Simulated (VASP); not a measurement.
Write the native input for VASP 6.6.1 that does the following.

| Property | Result |
| --- | --- |
| Task | single point |
| Functional | PBEsol |
| Potentials or basis | VASP PAW PBE potentials, release 64 (Sr_sv) |
| Cutoff | 520 eV |
| k mesh | 12 × 12 × 8 |
| Occupations | gaussian, width 0.15 eV |
| Spin | no spin polarisation |
| Dipole correction | no |
| Further INCAR settings | ALGO = Fast; EDIFF = 1e-06; NBANDS = 17 |

The structure of Sr lies in POSCAR:

```
Sr
1.0
    3.9490822119      0.0000000000      0.0000000000
   -1.9745411060      3.4200055171      0.0000000000
    0.0000000000      0.0000000000      8.3975258976
Sr
2
Direct
    0.3333333333      0.6666666667      0.2500000000
    0.6666666667      0.3333333333      0.7500000000
```

This cell differs from its parent crystal: ratio of the length along z to the lengths across it x 1.3, volume and fractional coordinates fixed.

These files were run (other wordings do the same):

INCAR

```
  PREC = Accurate
  ENCUT = 520
  EDIFF = 1E-6
  ISMEAR = 0
  SIGMA = 0.15
  LREAL = False
  LASPH = True
  NELM = 100
  ALGO = Fast
  ISIF = 2
  LWAVE = False
  LCHARG = True
  GGA = PS
  LELF = True
  LVHAR = True
  NBANDS = 17
```

KPOINTS

```
regular mesh
0
Gamma
  12 12 8
```

Potentials or basis: VASP PAW PBE potentials, release 64 (Sr_sv).

Launch:

```bash
$ cat potpaw_PBE.64/Sr_sv/POTCAR > POTCAR
$ mpirun -np 1 vasp_std > vasp.out
```

It gave:

```
Pressure               : 0.0 GPa
Band gap on the k mesh : zero (band 10 reaches 1.83 eV, above the bottom of band 11 at 0.73 eV)
```

Caveat: the PAW data sets were made with another functional, which shifts forces and pressure a little.

Wall time 3 min on 1 thread of Intel(R) Xeon(R) Platinum 8375C CPU @ 2.90GHz (Ice Lake), on a shared host, peak memory 0.33 GiB.
